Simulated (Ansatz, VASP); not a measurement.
# TaN: VASP beside Ansatz

File INCAR:

```
PREC = Accurate
ENCUT = 600
EDIFF = 1E-6
ISMEAR = 0
SIGMA = 0.1
LREAL = F
LASPH = T
NELM = 60
ALGO = Normal
ISIF = 3
LWAVE = F
LCHARG = F
GGA = PS
IBRION = 2
NSW = 70
EDIFFG = -0.005
```

The input KPOINTS:

```
regular mesh
0
Gamma
  18 18 14
```

The input POSCAR:

```
TaN
1.0
    2.9501846714      0.0000000000      0.0000000000
   -1.4750923357      2.5549348713      0.0000000000
    0.0000000000      0.0000000000      2.8977715837
Ta N
1 1
Direct
    0.3333333333      0.6666666667      0.5000000000
    0.0000000000      0.0000000000      0.0000000000
```

Input for Ansatz:

```yaml
crystal:
  lattice:
    - [2.9501846714, 0.0, 0.0]
    - [-1.4750923357, 2.5549348713, 0.0]
    - [0.0, 0.0, 2.8977715837]
  atoms:
    - { symbol: Ta, position: [0.3333333333, 0.6666666667, 0.5] }
    - { symbol: "N", position: [0.0, 0.0, 0.0] }
basis:
  ecutwfc: 420
kpoints:
  mp_grid: { grid: [18, 18, 14] }
hamiltonian:
  xc: pbesol
scf:
  occupations: { method: gaussian, width: 0.1 }
output:
  forces: true
  stress: true
  eigenvalues: true
  write_density: true
  write_potential: true
  elf: true
  volumetric_format: npy
relax:
  adjacent_minimum: "off"
  f_tol: 0.005
  max_steps: 50
  cell: { stress_tol: 0.05 }
```

Alike in both runs: task relaxation of cell and atoms; functional PBEsol; k mesh 18 × 18 × 14; occupations gaussian, width 0.1 eV; no spin polarisation.

|  | VASP | Ansatz |
| --- | --- | --- |
| version | VASP 6.6.1 | Ansatz 0.2.0 |
| potentials or method | VASP PAW PBE potentials, release 64 (Ta_pv, N), cutoff 600 eV | scalar-relativistic, plane waves, PAW |
| valence electrons in the cell | 16 | 18 |

Ansatz gave:

| Item | Value |
| --- | --- |
| gap on the k mesh at the Fermi level, each at its own relaxed structure (eV) | none |
| relaxed volume (Å³/atom) | 10.63 |
| relaxed cell length with the largest relative difference (Å) | 2.871 |

Task: Which values does VASP return?

Result: gap on the k mesh at the Fermi level, each at its own relaxed structure (eV): none; relaxed volume (Å³/atom): 10.65; relaxed cell length with the largest relative difference (Å): 2.873.

VASP's potentials were made for PBE, not for PBEsol. A gap of «none» marks a metal or a gap that the smearing closes. VASP's potentials hold 16 valence electrons a cell and Ansatz's 18, so a difference there can come from the potentials and not from the codes.

Neither program's run includes spin-orbit coupling.
